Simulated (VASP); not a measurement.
# Be (P6_3/mmc) in VASP: a series of runs

Be is run at these levels: PBEsol; tasks: single point, relaxation of cell and atoms.

Everything below comes from runs of VASP 6.6.1. Logs are shortened: lines on timing, memory, paths and dates and some standing lists are left out, and cuts for length are marked.

## (1) The cell of the first run

Symmetry: P6_3/mmc, No. 194, hexagonal system. Conventional cell: a = 2.256 Å, b = 2.256 Å, c = 3.554 Å, α = 90.00°, β = 90.00°, γ = 120.00°. Be (site symmetry -6m2) has 12 Be at 2.20 to 2.26 Å within 2.9 Å.

## (2) Single point, PBEsol

Input file INCAR:

```
  PREC = Accurate
  ENCUT = 520
  EDIFF = 1E-6
  ISMEAR = 0
  SIGMA = 0.05
  LREAL = False
  LASPH = True
  NELM = 60
  ALGO = Normal
  ISIF = 2
  LWAVE = False
  LCHARG = True
  GGA = PS
  LELF = True
  LVHAR = True
  NBANDS = 9
```

Input file KPOINTS:

```
regular mesh
0
Gamma
  11 11 6
```

Input file POSCAR:

```
Be
1.0
    2.2559201374      0.0000000000      0.0000000000
   -1.1279600687      1.9536841479      0.0000000000
    0.0000000000      0.0000000000      3.5543897082
Be
2
Direct
    0.3333333333      0.6666666667      0.2500000000
    0.6666666667      0.3333333333      0.7500000000
```

Potentials or basis: VASP PAW PBE potentials, release 64 (Be).

Started as:

```
$ cat potpaw_PBE.64/Be/POTCAR > POTCAR
$ mpirun -np 1 vasp_std > vasp.out
```

OUTCAR:

```text
PREC = Accurate
   ENCUT = 520
   EDIFF = 1E-6
   ISMEAR = 0
   LREAL = False
   LASPH = True
   NELM = 60
   ISIF = 2
   GGA = PS

 ion  position               nearest neighbor table
   1  0.333  0.667  0.250-   2 2.20   2 2.20   2 2.20   2 2.20   2 2.20   2 2.20
   2  0.667  0.333  0.750-   1 2.20   1 2.20   1 2.20   1 2.20   1 2.20   1 2.20

  LATTYP: Found a hexagonal cell.
 ALAT       =     2.2559201374
 C/A-ratio  =     1.5755831287

  Lattice vectors:

 A1 = (   2.2559201374,   0.0000000000,   0.0000000000)
 A2 = (  -1.1279600687,   1.9536841479,   0.0000000000)
 A3 = (   0.0000000000,   0.0000000000,   3.5543897082)

Analysis of symmetry for initial positions (statically):
=====================================================================
 Subroutine PRICEL returns:
 Original cell was already a primitive cell.

 Routine SETGRP: Setting up the symmetry group for a
 hexagonal supercell.

 Subroutine GETGRP returns: Found 24 space group operations
 (whereof 12 operations were pure point group operations)
 out of a pool of 24 trial point group operations.

The static configuration has the point symmetry D_3d.
 The point group associated with its full space group is D_6h.

Analysis of symmetry for dynamics (positions and initial velocities):
=====================================================================
 Subroutine PRICEL returns:
 Original cell was already a primitive cell.

 Routine SETGRP: Setting up the symmetry group for a
 hexagonal supercell.

 Subroutine GETGRP returns: Found 24 space group operations
 (whereof 12 operations were pure point group operations)
 out of a pool of 24 trial point group operations.

The dynamic configuration has the point symmetry D_3d.
 The point group associated with its full space group is D_6h.

 Subroutine INISYM returns: Found 24 space group operations
 (whereof 12 operations are pure point group operations),
 and found     1 'primitive' translations

----------------------------------------------------------------------------------------

                                     Primitive cell

  volume of cell :      15.6655

  direct lattice vectors                    reciprocal lattice vectors
     2.255920137  0.000000000  0.000000000     0.443278103  0.255926732  0.000000000
    -1.127960069  1.953684148  0.000000000     0.000000000  0.511853465  0.000000000
     0.000000000  0.000000000  3.554389708     0.000000000  0.000000000  0.281342251

  length of vectors
     2.255920137  2.255920137  3.554389708     0.511853465  0.511853465  0.281342251

  position of ions in fractional coordinates (direct lattice)
     0.333333333  0.666666667  0.250000000
     0.666666667  0.333333333  0.750000000

  ion indices of the primitive-cell ions
   primitive index   ion index
                 1           1
                 2           2

----------------------------------------------------------------------------------------

 KPOINTS: regular mesh

Automatic generation of k-mesh.
 Grid dimensions read from file:
 generate k-points for:   11   11    6

 Generating k-lattice:

  Cartesian coordinates                     Fractional coordinates (reciprocal lattice)
     0.040298009  0.023266067  0.000000000     0.090909091 -0.000000000  0.000000000
     0.000000000  0.046532133  0.000000000     0.000000000  0.090909091  0.000000000
     0.000000000  0.000000000  0.046890375     0.000000000  0.000000000  0.166666667

  Length of vectors
     0.046532133  0.046532133  0.046890375

  Shift w.r.t. Gamma in fractional coordinates (k-lattice)
     0.000000000  0.000000000  0.000000000

 Subroutine IBZKPT returns following result:
 ===========================================

 Found     64 irreducible k-points:

 Following reciprocal coordinates:
            Coordinates               Weight
  0.000000  0.000000  0.000000      1.000000
  0.090909 -0.000000  0.000000      6.000000
  0.181818  0.000000  0.000000      6.000000
  0.272727  0.000000  0.000000      6.000000
  0.363636  0.000000  0.000000      6.000000
  0.454545  0.000000  0.000000      6.000000
[... 16 lines left out ...]
  0.090909  0.090909  0.166667     12.000000
  0.181818  0.090909  0.166667     24.000000
 [... further k-points ...]
   k-points           NKPTS =     64   k-points in BZ     NKDIM =     64   number of bands    NBANDS=      9
   number of dos      NEDOS =    301   number of ions     NIONS =      2
   total plane-waves  NPLWV =   9072
   dimension x,y,z NGX =    18 NGY =   18 NGZ =   28
   dimension x,y,z NGXF=    36 NGYF=   36 NGZF=   56
   ions per type =               2
   NGX,Y,Z   is equivalent  to a cutoff of  13.26, 13.26, 13.10 a.u.
   NGXF,Y,Z  is equivalent  to a cutoff of  26.53, 26.53, 26.19 a.u.
 SYSTEM =  unknown system
   PREC   = accura    normal or accurate (medium, high low for compatibility)
   ISTART =      0    job   : 0-new  1-cont  2-samecut
   ICHARG =      2    charge: 1-file 2-atom 10-const
   ISPIN  =      1    spin polarized calculation?
   LNONCOLLINEAR =      F non collinear calculations
   LSORBIT =      F    spin-orbit coupling
   LASPH  =      T    aspherical Exc in radial PAW
   ENCUT  =  520.0 eV  38.22 Ry    6.18 a.u.   4.19  4.19  6.61*2*pi/ulx,y,z
   NELM   =     60;   NELMIN=  2; NELMDL= -5     # of ELM steps
   EDIFF  = 0.1E-05   stopping-criterion for ELM
   LREAL  =      F    real-space projection
   EDIFFG = 0.1E-04   stopping-criterion for IOM
   NSW    =      0    number of steps for IOM
   IBRION =     -1    ionic relax: 0-MD 1-quasi-New 2-CG
   NFREE  =      0    steps in history (QN), initial steepest desc. (CG)
   ISIF   =      2    stress and relaxation
   ISYM   =      2    0-nonsym 1-usesym 2-fastsym
   POTIM  = 0.5000    time-step for ionic-motion
   TEBEG  =    0.0;   TEEND  =   0.0 temperature during run
   PSTRESS=    0.0 pullay stress
   NELECT =       4.0000    total number of electrons
   NUPDOWN=      -1.0000    fix difference up-down
   EMIN   =  10.00;   EMAX   =-10.00  energy-range for DOS
   EFERMI =   0.00;   METHOD = LEGACY
   ISMEAR =     0;   SIGMA  =   0.05  broadening in eV -4-tet -1-fermi 0-gaus
   EFERMI_NEDOS =   21; number of points for ismear=-14 and -15
   IALGO  =     38    algorithm
   IMIX   =      4    mixing-type and parameters
     AMIX     =   0.40;   BMIX     =  1.00
     AMIX_MAG =   1.60;   BMIX_MAG =  1.00
  volume/ion in A,a.u.               =       7.83        52.86
  Fermi-wavevector in a.u.,A,eV,Ry     =   1.038597  1.962664 14.676387  1.078684
  Thomas-Fermi vector in A             =   2.173089
   LORBIT       =      0    0 simple, 1 ext, 2 COOP (PROOUT), +10 PAW based schemes
   GGA     = PS    functional components
   LHFCALC =     F    Hartree Fock is set to
   AEXX    =    0.0000 exact exchange contribution
   IVDW    =     0    specifies the selected vdW correction
   LEPSILON=     F    determine dielectric tensor
   LRPA    =     F    only Hartree local field effects (RPA)
 non-spin polarized calculation
 Gauss-broadening in eV      SIGMA  =   0.05
  energy-cutoff  :      520.00
  volume of cell :       15.67
 maximum number of plane-waves:       446
 NGX is ok and might be reduce to    18
   NGX =  9   NGY =  9   NGZ = 13

 number of electron       4.0000000 magnetization

 Free energy of the ion-electron system (eV)
  ---------------------------------------------------
  ext. energy  EPLUGINS =         0.00000000
  ---------------------------------------------------
  free energy    TOTEN  =        -7.97899716 eV

  energy without entropy =       -7.97838046  energy(sigma->0) =       -7.97868881

 E-fermi :   7.4200     XC(G=0): -10.6388

 val. band max:        7.3223834498   @ k =   0.3636   0.2727   0.3333
 cond. band min:       7.4273274400   @ k =   0.3636   0.2727   0.1667
 fundamental gap:      0.1049439902
 Fermi energy:         7.4199897794

 k-point     1 :       0.0000    0.0000    0.0000
  band No.  band energies     occupation
      1      -4.3030      2.00000
      2       2.5934      2.00000
      3       8.2385      0.00000
      4      23.2153      0.00000
      5      23.2153      0.00000
      6      26.0768      0.00000
      7      26.0768      0.00000
      8      28.1685      0.00000
      9      34.3554      0.00000

 k-point     2 :       0.0909   -0.0000    0.0000
  band No.  band energies     occupation
      1      -4.0651      2.00000
      2       2.9071      2.00000
      3       8.3035      0.00000
      4      21.3918      0.00000
      5      21.9519      0.00000
      6      26.0719      0.00000
      7      26.6137      0.00000
      8      27.6916      0.00000
      9      31.5571      0.00000

 k-point     3 :       0.1818    0.0000    0.0000
  band No.  band energies     occupation
      1      -3.3506      2.00000
      2       3.8456      2.00000
      3       8.4418      0.00000
      4      17.8157      0.00000
      5      20.0099      0.00000
      6      25.5446      0.00000
      7      25.7400      0.00000
      8      26.4195      0.00000
      9      28.1435      0.00000

 k-point     4 :       0.2727    0.0000    0.0000
  band No.  band energies     occupation
      1      -2.1604      2.00000
      2       5.3980      2.00000
      3       8.2980      0.00000
      4      14.6112      0.00000
      5      18.3660      0.00000
      6      22.1038      0.00000
      7      22.9245      0.00000
      8      25.5335      0.00000
      9      27.0136      0.00000
[... 205 lines left out ...]
 k-point    22 :       0.4545    0.0000    0.1667
  band No.  band energies     occupation
      1       1.6498      2.00000
      2       4.4892      2.00000
      3       9.3917      0.00000
      4      12.0370      0.00000
      5      16.5137      0.00000
      6      16.9364      0.00000
      7      19.1709      0.00000
      8      23.1731      0.00000
      9      26.7538      0.00000

 k-point    23 :       0.0909    0.0909    0.1667
  band No.  band energies     occupation
      1      -3.3468      2.00000
      2       2.2367      2.00000
      3      10.2594      0.00000
      4      19.4771      0.00000
      5      20.0662      0.00000
      6      25.0963      0.00000
      7      25.5330      0.00000
      8      25.8020      0.00000
      9      30.6337      0.00000

 k-point    24 :       0.1818    0.0909    0.1667
  band No.  band energies     occupation
      1      -2.3924      2.00000
      2       3.2964      2.00000
      3      10.4896      0.00000
      4      16.0361      0.00000
      5      18.1316      0.00000
      6      22.3082      0.00000
      7      24.1085      0.00000
      8      25.1931      0.00000
      9      29.4357      0.00000

 [... further k-points ...]

------------------------ aborting loop because EDIFF is reached ----------------------------------------

  FORCE on cell =-STRESS in cart. coord.  units (eV):
  Direction    XX          YY          ZZ          XY          YZ          ZX
  --------------------------------------------------------------------------------------
  -------------------------------------------------------------------------------------
  Total        0.0349199      0.0349199      0.0408065      0.0000000      0.0000000      0.0000000
  in kB        3.5714149      3.5714149      4.1734633      0.0000000      0.0000000      0.0000000
  external PRESSURE =       3.7720977 kB  Pullay stress =       0.0000000 kB

 VOLUME and BASIS-vectors are now :
 -----------------------------------------------------------------------------
  energy-cutoff  :      520.00
  volume of cell :       15.67
      direct lattice vectors                 reciprocal lattice vectors
     2.255920137  0.000000000  0.000000000     0.443278103  0.255926732  0.000000000
    -1.127960069  1.953684148  0.000000000     0.000000000  0.511853465  0.000000000
     0.000000000  0.000000000  3.554389708     0.000000000  0.000000000  0.281342251

 POSITION                                       TOTAL-FORCE (eV/Angst)
 -----------------------------------------------------------------------------------
     -0.00000      1.30246      0.88860        -0.000000      0.000000      0.000000
      1.12796      0.65123      2.66579         0.000000     -0.000000      0.000000
 -----------------------------------------------------------------------------------
    total drift:                                0.000000     -0.000000      0.000000

  FREE ENERGIE OF THE ION-ELECTRON SYSTEM (eV)
  ---------------------------------------------------
  free  energy   TOTEN  =        -7.9789971608 eV

  energy  without entropy=       -7.9783804617  energy(sigma->0) =       -7.97868881
```

Run time: 5.9 s. Hardware: 1 thread of Intel Xeon Platinum 8259CL at 2.50GHz (Skylake/Cascade Lake), shared host; peak memory 0.12 GiB.

What came out:

- Free energy: -7.9790 eV
- Pressure: 0.4 GPa
- Band gap on the k mesh: zero (band 2 reaches 7.71 eV, above the bottom of band 3 at 7.32 eV)

Caveat: the PAW data sets were made with another functional, which shifts forces and pressure a little.

## (3) Relaxation of cell and atoms, PBEsol

This run uses another cell than the first one, of 8.11 Å³/atom, 1.035 times its volume.

Input file INCAR:

```
SYSTEM = Be
ALGO = Normal
EDIFF = 1E-7
EDIFFG = -0.03
ENCUT = 600
GGA = PS
IBRION = 2
ISIF = 3
ISMEAR = 0
LASPH = .True.
LCHARG = .False.
LREAL = .False.
LWAVE = .False.
NELM = 80
NSW = 80
PREC = Accurate
SIGMA = 0.05
```

Input file KPOINTS:

```
k-points
0
Gamma
  11 11 6
  0 0 0
```

Input file POSCAR:

```
Be
1.0
    2.2853000000      0.0000000000      0.0000000000
   -1.1426500000      1.9791280000      0.0000000000
    0.0000000000      0.0000000000      3.5842000000
Be
2
Direct
    0.3333333333      0.6666666667      0.2500000000
    0.6666666667      0.3333333333      0.7500000000
```

Potentials or basis: VASP PAW PBE potentials, release 64 (Be).

Started as:

```
$ cat potpaw_PBE.64/Be/POTCAR > POTCAR
$ mpirun -np 1 vasp_std > vasp.out
```

It took 8.8 s on 1 thread of Intel Xeon Platinum 8259CL at 2.50GHz (Skylake/Cascade Lake), shared host; peak memory 0.12 GiB.

The run converged. Its results:

| Item | Value |
| --- | --- |
| Free energy | -7.9791 eV |
| Relaxed volume | 7.86 Å³/atom |
| Relaxed cell | a = 2.259 Å, b = 2.259 Å, c = 3.556 Å, α = 90.00°, β = 90.00°, γ = 120.00° |
| Space group after relaxing (to 0.05 Å) | P6_3/mmc (No. 194) |
| Energy gained by relaxing | 3.0 meV/atom |
| Ionic steps | 3 |
| Pressure after relaxing | 0.0 GPa |
| Band gap on the k mesh | zero (band 2 reaches 7.69 eV, above the bottom of band 3 at 7.29 eV) |

Stress tensor (GPa, compression positive):
```
-0.11  0.00  0.00
 0.00 -0.11  0.00
 0.00  0.00  0.28
```

The path:
```
step  energy change (eV)  largest force (eV/Å)  pressure (GPa)  volume (Å³)
   1              0.0000                0.0000           -3.64        16.21
   2             -0.0059                0.0000           -0.54        15.78
   3             -0.0060                0.0000            0.02        15.71
```

Final structure:
```
CELL_PARAMETERS angstrom
2.25883 0.00000 0.00000
-1.12941 1.95620 0.00000
0.00000 0.00000 3.55559
ATOMIC_POSITIONS crystal
Be 0.33333 0.66667 0.25000
Be 0.66667 0.33333 0.75000
```

Levels at points of the mesh, in eV from the Fermi level:
```csv
k point,band 1,band 2,band 3,band 4,band 5
"(0.00, 0.00, 0.00)",-11.70,-4.80,0.83,15.74,15.74
"(0.00, 0.00, 0.50)",-9.54,-9.54,10.45,10.45,17.41
```

Caveat: the PAW data sets were made with another functional, which shifts forces and pressure a little.
